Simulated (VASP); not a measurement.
# KF (P4/mmm) in VASP: further runs

The runs below take KF through single point, with PBE.

Everything below comes from runs of VASP 6.6.1. Logs are shortened: lines on timing, memory, paths and dates and some standing lists are left out, and cuts for length are marked.

**1. The cell of the first run**

Symmetry: P4/mmm, No. 123, tetragonal system. Conventional cell: a = 3.658 Å, b = 3.658 Å, c = 2.586 Å, α = 90.00°, β = 90.00°, γ = 90.00°. K (site symmetry 4/mmm) has 2 K at 2.59 Å and 8 F at 2.89 Å within 3.4 Å. Within 3.4 Å of F (site symmetry 4/mmm) lie 2 F at 2.59 Å and 8 K at 2.89 Å.

**2. Single point, PBE**

Input file INCAR:

```
SYSTEM = KF
  PREC = Accurate
  ENCUT = 520
  EDIFF = 1E-6
  ISMEAR = 0
  SIGMA = 0.05
  LREAL = .False.
  LASPH = .True.
  NELM = 80
  ALGO = Normal
  ISIF = 2
  LWAVE = .False.
  LCHARG = .False.
  GGA = PE
  NBANDS = 15
```

Input file KPOINTS:

```
regular mesh
0
Gamma
  8 8 8
  0 0 0
```

Input file POSCAR:

```
KF
1.0
    3.6582374591      0.0000000000      0.0000000000
    0.0000000000      3.6582374591      0.0000000000
    0.0000000000      0.0000000000      2.5863738836
K F
1 1
Direct
    0.0000000000      0.0000000000      0.0000000000
    0.5000000000      0.5000000000      0.5000000000
```

Potentials or basis: VASP PAW PBE potentials, release 64 (K_sv, F).

The run is started by

```
> cat potpaw_PBE.64/K_sv/POTCAR potpaw_PBE.64/F/POTCAR > POTCAR
> mpirun -np 1 vasp_std > vasp.out
```

OUTCAR:

```text
SYSTEM = KF
   PREC = Accurate
   ENCUT = 520
   EDIFF = 1E-6
   ISMEAR = 0
   LREAL = .False.
   LASPH = .True.
   NELM = 80
   ISIF = 2
   GGA = PE

 ion  position               nearest neighbor table
   1  0.000  0.000  0.000-
   2  0.500  0.500  0.500-

  LATTYP: Found a simple tetragonal cell.
 ALAT       =     3.6582374591
 C/A-ratio  =     0.7070000000

  Lattice vectors:

 A1 = (   3.6582374591,   0.0000000000,   0.0000000000)
 A2 = (   0.0000000000,   3.6582374591,   0.0000000000)
 A3 = (   0.0000000000,   0.0000000000,   2.5863738836)

Analysis of symmetry for initial positions (statically):
=====================================================================
 Subroutine PRICEL returns:
 Original cell was already a primitive cell.

 Routine SETGRP: Setting up the symmetry group for a
 simple tetragonal supercell.

 Subroutine GETGRP returns: Found 16 space group operations
 (whereof 16 operations were pure point group operations)
 out of a pool of 16 trial point group operations.

The static configuration has the point symmetry D_4h.

Analysis of symmetry for dynamics (positions and initial velocities):
=====================================================================
 Subroutine PRICEL returns:
 Original cell was already a primitive cell.

 Routine SETGRP: Setting up the symmetry group for a
 simple tetragonal supercell.

 Subroutine GETGRP returns: Found 16 space group operations
 (whereof 16 operations were pure point group operations)
 out of a pool of 16 trial point group operations.

The dynamic configuration has the point symmetry D_4h.

 Subroutine INISYM returns: Found 16 space group operations
 (whereof 16 operations are pure point group operations),
 and found     1 'primitive' translations

----------------------------------------------------------------------------------------

                                     Primitive cell

  volume of cell :      34.6127

  direct lattice vectors                    reciprocal lattice vectors
     3.658237459  0.000000000  0.000000000     0.273355683  0.000000000  0.000000000
     0.000000000  3.658237459  0.000000000     0.000000000  0.273355683  0.000000000
     0.000000000  0.000000000  2.586373884     0.000000000  0.000000000  0.386641702

  length of vectors
     3.658237459  3.658237459  2.586373884     0.273355683  0.273355683  0.386641702

  position of ions in fractional coordinates (direct lattice)
     0.000000000  0.000000000  0.000000000
     0.500000000  0.500000000  0.500000000

[... 82 lines left out ...]
   ISIF   =      2    stress and relaxation
   ISYM   =      2    0-nonsym 1-usesym 2-fastsym
   POTIM  = 0.5000    time-step for ionic-motion
   TEBEG  =    0.0;   TEEND  =   0.0 temperature during run
   PSTRESS=    0.0 pullay stress
   NELECT =      16.0000    total number of electrons
   NUPDOWN=      -1.0000    fix difference up-down
   EMIN   =  10.00;   EMAX   =-10.00  energy-range for DOS
   EFERMI =   0.00;   METHOD = LEGACY
   ISMEAR =     0;   SIGMA  =   0.05  broadening in eV -4-tet -1-fermi 0-gaus
   EFERMI_NEDOS =   21; number of points for ismear=-14 and -15
   IALGO  =     38    algorithm
   IMIX   =      4    mixing-type and parameters
     AMIX     =   0.40;   BMIX     =  1.00
     AMIX_MAG =   1.60;   BMIX_MAG =  1.00
  volume/ion in A,a.u.               =      17.31       116.79
  Fermi-wavevector in a.u.,A,eV,Ry     =   1.265814  2.392041 21.800402  1.602284
  Thomas-Fermi vector in A             =   2.399047
   LORBIT       =      0    0 simple, 1 ext, 2 COOP (PROOUT), +10 PAW based schemes
   GGA     = PE    functional components
   LHFCALC =     F    Hartree Fock is set to
   AEXX    =    0.0000 exact exchange contribution
   IVDW    =     0    specifies the selected vdW correction
   LEPSILON=     F    determine dielectric tensor
   LRPA    =     F    only Hartree local field effects (RPA)
 non-spin polarized calculation
 Gauss-broadening in eV      SIGMA  =   0.05
  energy-cutoff  :      520.00
  volume of cell :       34.61
 maximum number of plane-waves:       950
 NGX is ok and might be reduce to    28
   NGX = 13   NGY = 13   NGZ =  9

 number of electron      15.9999998 magnetization

 Free energy of the ion-electron system (eV)
  ---------------------------------------------------
  ext. energy  EPLUGINS =         0.00000000
  ---------------------------------------------------
  free energy    TOTEN  =        -7.23326577 eV

  energy without entropy =       -7.23326577  energy(sigma->0) =       -7.23326577

 E-fermi :  -0.1484     XC(G=0):  -9.0002

 val. band max:       -0.3895777414   @ k =   0.5000   0.5000   0.0000
 cond. band min:       4.0865592458   @ k =   0.0000   0.0000   0.0000
 fundamental gap:      4.4761369872
 Fermi energy:        -0.1484317602

 k-point     1 :       0.0000    0.0000    0.0000
  band No.  band energies     occupation
      1     -29.9779      2.00000
      2     -20.5408      2.00000
      3     -13.0430      2.00000
      4     -13.0430      2.00000
      5     -11.4385      2.00000
      6      -2.0372      2.00000
      7      -2.0372      2.00000
      8      -0.4069      2.00000
      9       4.0866      0.00000
     10       5.3187      0.00000
     11       6.1024      0.00000
     12       9.6548      0.00000
     13      13.1404      0.00000
     14      13.1404      0.00000
[... 401 lines left out ...]
      2     -20.5155      2.00000
      3     -13.1852      2.00000
      4     -12.9640      2.00000
      5     -12.0442      2.00000
      6      -2.7016      2.00000
      7      -2.2263      2.00000
      8      -0.8035      2.00000
      9       7.0471      0.00000
     10       7.2988      0.00000
     11       7.7488      0.00000
     12       9.5877      0.00000
     13      11.3425      0.00000
     14      11.8599      0.00000
     15      12.2510      0.00000

 [... further k-points ...]
[... 5 lines left out ...]
  --------------------------------------------------------------------------------------
  -------------------------------------------------------------------------------------
  Total       -2.2021148     -2.2021148      6.4062667      0.0000000      0.0000000     -0.0000000
  in kB     -101.9331498   -101.9331498    296.5381037      0.0000000      0.0000000     -0.0000000
  external PRESSURE =      30.8906014 kB  Pullay stress =       0.0000000 kB

 VOLUME and BASIS-vectors are now :
 -----------------------------------------------------------------------------
  energy-cutoff  :      520.00
  volume of cell :       34.61
      direct lattice vectors                 reciprocal lattice vectors
     3.658237459  0.000000000  0.000000000     0.273355683  0.000000000  0.000000000
     0.000000000  3.658237459  0.000000000     0.000000000  0.273355683  0.000000000
     0.000000000  0.000000000  2.586373884     0.000000000  0.000000000  0.386641702

 POSITION                                       TOTAL-FORCE (eV/Angst)
 -----------------------------------------------------------------------------------
      0.00000      0.00000      0.00000         0.000000      0.000000      0.000000
      1.82912      1.82912      1.29319         0.000000      0.000000      0.000000
 -----------------------------------------------------------------------------------
    total drift:                                0.000000      0.000000      0.000000

  FREE ENERGIE OF THE ION-ELECTRON SYSTEM (eV)
  ---------------------------------------------------
  free  energy   TOTEN  =        -7.2332657685 eV

  energy  without entropy=       -7.2332657685  energy(sigma->0) =       -7.23326577
```

OSZICAR:

```text
N       E                     dE             d eps       ncg     rms          rms(c)
DAV:   1     0.108893149607E+03    0.10889E+03   -0.83956E+03  2258   0.105E+03
DAV:   2    -0.433088823863E+01   -0.11322E+03   -0.10457E+03  3016   0.286E+02
DAV:   3    -0.845089807695E+01   -0.41200E+01   -0.41052E+01  2737   0.487E+01
DAV:   4    -0.856404894773E+01   -0.11315E+00   -0.11313E+00  3160   0.760E+00
DAV:   5    -0.856527812307E+01   -0.12292E-02   -0.12292E-02  2833   0.723E-01    0.620E+00
DAV:   6    -0.733511339499E+01    0.12302E+01   -0.29922E+00  2551   0.128E+01    0.393E+00
DAV:   7    -0.726861332941E+01    0.66500E-01   -0.68064E-02  2795   0.220E+00    0.217E+00
DAV:   8    -0.723215974374E+01    0.36454E-01   -0.60578E-02  2656   0.237E+00    0.313E-01
DAV:   9    -0.723293853444E+01   -0.77879E-03   -0.35818E-03  2703   0.555E-01    0.130E-01
DAV:  10    -0.723322369542E+01   -0.28516E-03   -0.44898E-04  2553   0.208E-01    0.802E-02
DAV:  11    -0.723326973265E+01   -0.46037E-04   -0.65509E-05  2485   0.788E-02    0.287E-02
DAV:  12    -0.723326542657E+01    0.43061E-05   -0.10442E-05  2875   0.328E-02    0.462E-03
DAV:  13    -0.723326576852E+01   -0.34195E-06   -0.15642E-06  2527   0.109E-02
   1 F= -.72332658E+01 E0= -.72332658E+01  d E =-.199678E-13
```

stdout:

```text
POSCAR found type information on POSCAR K F
 POSCAR found :  2 types and       2 ions
 scaLAPACK will be used
 LDA part: xc-table for (Slater+PW92), standard interpolation
 POSCAR, INCAR and KPOINTS ok, starting setup
 FFT: planning ... GRIDC
 FFT: planning ... GRID_SOFT
 FFT: planning ... GRID
 WAVECAR not read
 entering main loop
```

Wall time 37 s (1 thread of Intel Xeon Platinum 8259CL at 2.50GHz (Skylake/Cascade Lake), shared host); peak memory 0.16 GiB.

Results:

| Item | Value |
| --- | --- |
| Free energy | -7.2333 eV |
| Pressure | 3.1 GPa |
| Band gap on the k mesh | 4.48 eV, indirect (least direct gap 4.49 eV) |

(Continued in part 2 of 2.)
